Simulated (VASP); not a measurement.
# Cu in VASP: further runs, part 2 of 2

VASP 6.6.1. Earlier steps stand in the parts before.

### 3 Single point, BLYP+D3(BJ)

This run uses another cell than the first one, of 11.18 Å³/atom, 1.022 times its volume.

File INCAR:

```
SYSTEM = Cu
  PREC = Accurate
  ENCUT = 520
  EDIFF = 1E-6
  ISMEAR = -1
  SIGMA = 0.15
  LREAL = .FALSE.
  LASPH = .TRUE.
  NELM = 80
  ALGO = Normal
  ISIF = 2
  LWAVE = .FALSE.
  LCHARG = .FALSE.
  GGA = B5
  ALDAX = 1.0
  AGGAX = 1.0
  AGGAC = 1.0
  ALDAC = 0.0
  IVDW = 12
  VDW_S6 = 1.0
  VDW_S8 = 2.6996
  VDW_A1 = 0.4298
  VDW_A2 = 4.2359
  NBANDS = 12
  ISYM = 0
```

File KPOINTS:

```
regular mesh
0
G
  15 15 14
  0 0 0
```

File POSCAR:

```
Cu
1.0
    2.4418777247     -0.0242492057      0.0016693586
   -0.9375272531      2.2548608596      0.0016693586
   -0.7507912964     -1.1132537576      2.0366828964
Cu
1
Direct
    0.0000000000      0.0000000000      0.0000000000
```

Potentials or basis: VASP PAW PBE potentials, release 64 (Cu).

Started as:

```sh
$ cat potpaw_PBE.64/Cu/POTCAR > POTCAR
$ mpirun -np 1 vasp_std > vasp.out
```

OUTCAR:

```text
SYSTEM = Cu
   PREC = Accurate
   ENCUT = 520
   EDIFF = 1E-6
   ISMEAR = -1
   LREAL = .FALSE.
   LASPH = .TRUE.
   NELM = 80
   ISIF = 2
   GGA = B5
   IVDW = 12
   ISYM = 0
 IVDW          = 12

 ion  position               nearest neighbor table
   1  0.000  0.000  0.000-

IMPORTANT INFORMATION: All symmetrisations will be switched off!
NOSYMM: (Re-)initialisation of all symmetry stuff for point group C_1.

----------------------------------------------------------------------------------------

                                     Primitive cell

  volume of cell :      11.1770

  direct lattice vectors                    reciprocal lattice vectors
     2.441877725 -0.024249206  0.001669359     0.411048923  0.170724873  0.244845214
    -0.937527253  2.254860860  0.001669359     0.004252439  0.445073158  0.244845214
    -0.750791296 -1.113253758  2.036682896    -0.000340400 -0.000504736  0.490593078

  length of vectors
     2.441998696  2.441998696  2.439487389     0.507993482  0.507993482  0.490593456

  position of ions in fractional coordinates (direct lattice)
     0.000000000  0.000000000  0.000000000

  ion indices of the primitive-cell ions
   primitive index   ion index
                 1           1

----------------------------------------------------------------------------------------

 KPOINTS: regular mesh

Automatic generation of k-mesh.
 Grid dimensions read from file:
 generate k-points for:   15   15   14

 Generating k-lattice:

  Cartesian coordinates                     Fractional coordinates (reciprocal lattice)
     0.027403262  0.011381658  0.016323014     0.066666667 -0.000000000  0.000000000
     0.000283496  0.029671544  0.016323014    -0.000000000  0.066666667 -0.000000000
    -0.000024314 -0.000036053  0.035042363     0.000000000  0.000000000  0.071428571

  Length of vectors
[... 78 lines left out ...]
  Thomas-Fermi vector in A             =   2.721046
   LORBIT       =      0    0 simple, 1 ext, 2 COOP (PROOUT), +10 PAW based schemes
   GGA     = B5    functional components
   LHFCALC =     F    Hartree Fock is set to
   AEXX    =    0.0000 exact exchange contribution
   IVDW    =    12    specifies the selected vdW correction
   LEPSILON=     F    determine dielectric tensor
   LRPA    =     F    only Hartree local field effects (RPA)
 non-spin polarized calculation
  energy-cutoff  :      520.00
  volume of cell :       11.18
 maximum number of plane-waves:       314
   NGX =  9   NGY =  9   NGZ =  9

 number of electron      11.0000011 magnetization

 Free energy of the ion-electron system (eV)
  ---------------------------------------------------
  ext. energy  EPLUGINS =         0.00000000
  ---------------------------------------------------
  free energy    TOTEN  =        -2.86268361 eV

  energy without entropy =       -2.84139892  energy(sigma->0) =       -2.85204127

 E-fermi :   8.8016     XC(G=0): -12.4769

 val. band max:        8.7910535629   @ k =   0.1333   0.1333   0.5000
 cond. band min:       8.8038535687   @ k =   0.3333   0.0667   0.5000
 fundamental gap:      0.0128000058
 Fermi energy:         8.8015958645

 k-point     1 :       0.0000    0.0000    0.0000
  band No.  band energies     occupation
      1      -0.8933      2.00000
      2       5.2184      2.00000
      3       5.5162      2.00000
      4       5.5168      2.00000
      5       6.3205      2.00000
      6       6.6355      2.00000
      7      33.8765      0.00000
      8      33.8836      0.00000
      9      35.8708      0.00000
     10      38.0103      0.00000
     11      38.0176      0.00000
     12      38.1225      0.00000
[... 331 lines left out ...]
 k-point    24 :      -0.0667   -0.3333   -0.0000
  band No.  band energies     occupation
      1       3.1738      2.00000
      2       4.6694      2.00000
      3       5.9183      2.00000
      4       6.4487      2.00000
      5       6.7718      2.00000
      6       7.2450      1.99994
      7      17.5858      0.00000
      8      25.8084      0.00000
      9      27.0858      0.00000
     10      31.8440      0.00000
     11      34.6699      0.00000
     12      40.2938      0.00000

 [... further k-points ...]

------------------------ aborting loop because EDIFF is reached ----------------------------------------

 Edisp (eV)   -1.39558

 E8    (eV) :    -1.0177

  FORCE on cell =-STRESS in cart. coord.  units (eV):
  Direction    XX          YY          ZZ          XY          YZ          ZX
  --------------------------------------------------------------------------------------
  -------------------------------------------------------------------------------------
  Total       0.05072     0.05226     0.05267     0.00190    -0.00086    -0.00058
  in kB       7.27070     7.49124     7.55004     0.27266    -0.12266    -0.08264
  external pressure =        7.44 kB  Pullay stress =        0.00 kB

 VOLUME and BASIS-vectors are now :
 -----------------------------------------------------------------------------
  energy-cutoff  :      520.00
  volume of cell :       11.18
      direct lattice vectors                 reciprocal lattice vectors
     2.441877725 -0.024249206  0.001669359     0.411048923  0.170724873  0.244845214
    -0.937527253  2.254860860  0.001669359     0.004252439  0.445073158  0.244845214
    -0.750791296 -1.113253758  2.036682896    -0.000340400 -0.000504736  0.490593078

 POSITION                                       TOTAL-FORCE (eV/Angst)
 -----------------------------------------------------------------------------------
      0.00000      0.00000      0.00000         0.000000      0.000000     -0.000000
 -----------------------------------------------------------------------------------
    total drift:                                0.000000      0.000000     -0.000000

  FREE ENERGIE OF THE ION-ELECTRON SYSTEM (eV)
  ---------------------------------------------------
  free  energy   TOTEN  =        -4.2582609627 eV

  energy  without entropy=       -4.2369762717  energy(sigma->0) =       -4.24761862
```

OSZICAR:

```text
N       E                     dE             d eps       ncg     rms          rms(c)
DAV:   1     0.433502531347E+02    0.43350E+02   -0.53969E+03 42368   0.156E+03
DAV:   2    -0.234683371120E+01   -0.45697E+02   -0.42242E+02 39108   0.207E+02
DAV:   3    -0.369218418840E+01   -0.13454E+01   -0.13381E+01 43316   0.404E+01
DAV:   4    -0.370048583536E+01   -0.83016E-02   -0.83005E-02 42464   0.280E+00
DAV:   5    -0.370056761259E+01   -0.81777E-04   -0.81778E-04 43752   0.283E-01    0.730E+00
DAV:   6    -0.316100088674E+01    0.53957E+00   -0.11752E+01 44328   0.673E+01    0.329E+00
DAV:   7    -0.287698581397E+01    0.28402E+00   -0.17415E+00 44464   0.260E+01    0.597E-01
DAV:   8    -0.286379586843E+01    0.13190E-01   -0.50591E-03 50056   0.807E-01    0.246E-01
DAV:   9    -0.286267567867E+01    0.11202E-02   -0.54651E-03 48908   0.129E+00    0.247E-02
DAV:  10    -0.286268317392E+01   -0.74952E-05   -0.41896E-05 48424   0.101E-01    0.591E-03
DAV:  11    -0.286268361050E+01   -0.43658E-06   -0.99231E-07 43744   0.131E-02
   1 F= -.42582610E+01 E0= -.42476186E+01  d E =-.212847E-01
```

stdout:

```text
POSCAR found type information on POSCAR Cu
 POSCAR found :  1 types and       1 ions
 scaLAPACK will be used
 -----------------------------------------------------------------------------
|                                                                             |
|                                                                             |
|     You enforced a specific xc type in the INCAR file but a different       |
|     I HOPE YOU KNOW WHAT YOU ARE DOING!                                     |
|                                                                             |
 -----------------------------------------------------------------------------

 LDA part: xc-table for (Slater(with rela. corr.)+VWN5), standard interpolation
 POSCAR, INCAR and KPOINTS ok, starting setup
 FFT: planning ... GRIDC
 FFT: planning ... GRID_SOFT
 FFT: planning ... GRID
 WAVECAR not read
 entering main loop
```

Run time: 60 s. Hardware: 1 thread of Intel Xeon 6975P-C (Granite Rapids), shared host; peak memory 0.31 GiB.

Results:

```
Free energy                : -4.2583 eV
Pressure                   : 0.7 GPa
Dispersion energy per atom : -1.396 eV
```

Levels at points of the mesh, in eV from the Fermi level:
```tsv
k point	band 2	band 3	band 4	band 5	band 6	band 7	band 8	band 9	band 10	band 11
(0.00, 0.00, 0.00)	-3.58	-3.29	-3.28	-2.48	-2.17	25.07	25.08	27.07	29.21	29.22
(0.00, 0.00, 0.50)	-3.91	-2.56	-2.27	-1.53	-0.92	4.09	19.42	19.54	23.46	26.41
```

Caveat: the PAW data sets were made with another functional, which shifts forces and pressure a little; pairwise dispersion overbinds metals, which lowers pressure and volume.

### 4 Relaxation of cell and atoms, PBEsol+D3(BJ)

This run uses another cell than the first one, of 11.46 Å³/atom, 1.048 times its volume.

File INCAR:

```
SYSTEM = Cu
  PREC = Accurate
  ENCUT = 600
  EDIFF = 1E-6
  ISMEAR = -1
  SIGMA = 0.15
  LREAL = .FALSE.
  LASPH = .TRUE.
  NELM = 100
  ALGO = Normal
  ISIF = 3
  LWAVE = .FALSE.
  LCHARG = .FALSE.
  GGA = PS
  IVDW = 12
  IBRION = 2
  NSW = 80
  EDIFFG = -0.01
  ISYM = 0
```

KPOINTS is that of step 3.

File POSCAR:

```
Cu
1.0
    2.4610780000      0.0000000000      0.0000000000
   -0.9222399113      2.2817489932      0.0000000000
   -0.7694191290     -1.1408746222      2.0404176588
Cu
1
Direct
    0.0000000000      0.0000000000      0.0000000000
```

Started as:

```sh
$ cat potpaw_PBE.64/Cu/POTCAR > POTCAR
$ mpirun -np 1 vasp_std > vasp.out
```

It took 2.1 min on 1 thread of Intel Xeon 6975P-C (Granite Rapids), shared host; peak memory 0.35 GiB.

It converged, with:

* Free energy: -4.8384 eV
* Relaxed volume: 10.90 Å³/atom
* Relaxed cell: a = 2.421 Å, b = 2.421 Å, c = 2.420 Å, α = 108.20°, β = 108.20°, γ = 112.01°
* Space group after relaxing (to 0.05 Å): I4/mmm (No. 139)
* Energy gained by relaxing: 14.8 meV/atom
* Ionic steps: 3
* Pressure after relaxing: 0.0 GPa
* Dispersion energy per atom: -0.568 eV

Stress tensor (GPa, compression positive):
```
 0.03  0.07  0.09
 0.07  0.09  0.14
 0.09  0.14 -0.05
```

The path:
```tsv
step	energy change (eV)	largest force (eV/Å)	pressure (GPa)	volume (Å³)
1	0.0000	0.0000	-8.09	11.46
2	-0.0068	0.0000	7.20	10.53
3	-0.0148	0.0000	0.02	10.90
```

Final structure:
```xyz
1
Lattice="2.4205 0.0000 0.0006 -0.9071 2.2442 0.0006 -0.7562 -1.1213 2.0065" Properties=species:S:1:pos:R:3 pbc="T T T"
Cu    1.5135    2.2441    0.0012
```

Levels at points of the mesh, in eV from the Fermi level:
| k point | band 3 | band 4 | band 5 | band 6 | band 7 | band 8 | band 9 |
| --- | --- | --- | --- | --- | --- | --- | --- |
| (0.00, 0.00, 0.00) | -3.28 | -3.28 | -2.33 | -2.11 | 25.35 | 25.36 | 26.62 |
| (0.00, 0.00, 0.50) | -2.41 | -2.14 | -1.40 | -1.07 | 4.44 | 19.02 | 19.56 |

Caveat: the PAW data sets were made with another functional, which shifts forces and pressure a little; pairwise dispersion overbinds metals, which lowers pressure and volume.

### 5 Overview

```tsv
task	level	potentials or basis	cell	cutoff (eV)	gap on the mesh (eV)	pressure (GPa)
single point	LDA	VASP PAW LDA potentials, release 64 (Cu)	a = 2.423, b = 2.423, c = 2.420 Å, angles 108.1, 108.1, 112.1°, 1 atom	520	none	0.9
single point	BLYP+D3(BJ)	VASP PAW PBE potentials, release 64 (Cu)	a = 2.442, b = 2.442, c = 2.439 Å, angles 107.6, 107.6, 113.1°, 1 atom	520	none	0.7
relaxation of cell and atoms	PBEsol+D3(BJ)	VASP PAW PBE potentials, release 64 (Cu)	relaxed from a = 2.461 Å, angles 108.2, 108.2, 112.0°, 1 atom	600	none	0.0
```

Alike in all rows: no spin polarisation; k mesh 15 × 15 × 14; smearing fermi-dirac 0.15 eV.

Caveats: the PAW data sets were made with another functional, which shifts forces and pressure a little (some runs); pairwise dispersion overbinds metals, which lowers pressure and volume (some runs).

Total energies depend on the potentials used, so only differences within one code and one set of settings carry meaning.
